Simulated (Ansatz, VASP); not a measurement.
## Two plane-wave programs on Zr2TiB2

File INCAR:

```
  PREC = Accurate
  ENCUT = 520
  EDIFF = 1E-7
  ISMEAR = 0
  SIGMA = 0.1
  LREAL = False
  LASPH = True
  NELM = 80
  ALGO = Normal
  ISIF = 2
  LWAVE = False
  LCHARG = False
  GGA = PE
  NBANDS = 29
```

The input KPOINTS:

```
regular mesh
0
Gamma
  6 2 6
```

Contents of POSCAR:

```
Zr2TiB2
1.0
    3.1301136225      0.0000000000      0.0000000000
    0.0000000000      8.4907626907      0.0000000000
   -1.5433311038      0.0000000000      2.7288998640
Zr Ti B
2 1 2
Direct
    0.6291204926      0.2076303862      0.5706316043
    0.6291204926      0.7923696138      0.5706316043
    0.9734826626      0.5000000000      0.2014508694
    0.3000692264      0.0000000000      0.9124989672
    0.9691551942      0.0000000000      0.2434454006
```

Input for Ansatz:

```yaml
crystal:
  lattice:
    - [3.1301136225, 0.0, 0.0]
    - [0.0, 8.4907626907, 0.0]
    - [-1.5433311038, 0.0, 2.728899864]
  atoms:
    - { symbol: Zr, position: [0.6291204926, 0.2076303862, 0.5706316043] }
    - { symbol: Zr, position: [0.6291204926, 0.7923696138, 0.5706316043] }
    - { symbol: Ti, position: [0.9734826626, 0.5, 0.2014508694] }
    - { symbol: B, position: [0.3000692264, 0.0, 0.9124989672] }
    - { symbol: B, position: [0.9691551942, 0.0, 0.2434454006] }
basis:
  ecutwfc: 420
kpoints:
  mp_grid: { grid: [6, 2, 6] }
hamiltonian:
  xc: pbe
scf:
  occupations: { method: gaussian, width: 0.1 }
  lower_state_search: "off"
output:
  forces: true
  stress: true
  eigenvalues: true
```

Change from the starting cell: the structure that the rattled cell fell into.

Alike in both runs: task single point; functional PBE; k mesh 6 × 2 × 6; occupations gaussian, width 0.1 eV; no spin polarisation.

|  | VASP | Ansatz |
| --- | --- | --- |
| version | VASP 6.6.1 | Ansatz 0.2.0 |
| potentials or method | VASP PAW PBE potentials, release 64 (Zr_sv, Ti_sv, B), cutoff 520 eV | scalar-relativistic, plane waves, PAW |
| valence electrons in the cell | 42 | 42 |

|  | VASP | Ansatz | Ansatz less VASP |
| --- | --- | --- | --- |
| gap on the k mesh at the Fermi level (eV) | none | none | - |
| pressure (GPa) | 1.9 | 1.9 | -0.02 |
| traceless stress, the component that is largest in VASP (GPa) | -0.86 | -0.87 | -0.010 |
| rms of the force components (eV/Å) | 0.095 | 0.096 | +0.0008 |

Atom by atom the forces differ by 0.005 eV/Å (rms over components). A gap of «none» marks a metal or a gap that the smearing closes.

The k mesh is coarse, so the values compare programs but aren't converged.
